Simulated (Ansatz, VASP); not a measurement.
**In: VASP beside Ansatz**

```
CELL_PARAMETERS angstrom
-1.60199 1.62820 2.47557
1.62820 -1.60199 2.47557
1.52605 1.52605 -2.45834
ATOMIC_POSITIONS crystal
In 0.00000 0.00000 0.00000
```

Alike in both runs: task single point; functional LDA; k mesh 3 × 3 × 4; occupations fermi-dirac, width 0.1 eV; no spin polarisation.

```csv
,VASP,Ansatz
version,VASP 6.6.1,Ansatz 0.2.0
potentials or method,"VASP PAW LDA potentials, release 64 (In_d), cutoff 520 eV","plane waves (420 eV) with PAW, scalar-relativistic"
valence electrons in the cell,13,13
```

```csv
,VASP,Ansatz,Ansatz less VASP
pressure (GPa),1.1,1.0,-0.02
"traceless stress, the component that is largest in VASP (GPa)",3.84,3.97,+0.136
```

Ansatz warns that its potentials were made for another functional, while VASP's fit it. LDA's correlation is that of Perdew and Zunger in VASP and of Perdew and Wang (1992) in Ansatz.

The k mesh is coarse, so the values compare programs but aren't converged.
